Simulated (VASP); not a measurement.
Runs of VASP 6.6.1 on SrAl2Os. The structure is that of space group P-6m2 (No. 187), or close to it. The cells are those of the table. 

| task | cell | k mesh | cutoff (eV) | gap on the mesh (eV) | pressure (GPa) | relaxed volume (Å³/atom) |
| --- | --- | --- | --- | --- | --- | --- |
| relaxation of cell and atoms | relaxed from a = 3.268, b = 3.268, c = 9.024 Å, angles 90.0, 90.0, 120.0°, 4 atoms | 18 × 18 × 6 | 600 | none | 0.0 | 20.37 |
| single point | a = 3.268, b = 3.268, c = 9.024 Å, angles 90.0, 90.0, 120.0°, 4 atoms | 6 × 6 × 2 | 520 | none | 0.0 | - |
| relaxation of cell and atoms | relaxed from a = 3.532, b = 3.532, c = 9.596 Å, angles 90.0, 90.0, 120.0°, 4 atoms | 6 × 6 × 2 | 600 | none | -0.1 | (a) |
| single point | a = 3.177, b = 3.177, c = 9.272 Å, angles 90.0, 90.0, 120.0°, 4 atoms | 18 × 18 × 6 | 520 | none | 0.1 | - |

Alike in all rows: level PBE; potentials or basis VASP PAW PBE potentials, release 64 (Sr_sv, Al, Os); no spin polarisation; smearing gaussian 0.1 eV.

Task: Estimate the missing entries.

Result: (a) 20.99.

Caveats: some runs use coarse meshes; spin-orbit coupling is left out, which moves the levels of the heavy elements; the volume moved by over 15 % at a fixed basis, so the end points are rough (some runs).

A k mesh can miss the band edges, and the runs leave out spin-orbit coupling on Os, Sr.

A gap of «none» marks levels without a gap at the run's occupations.
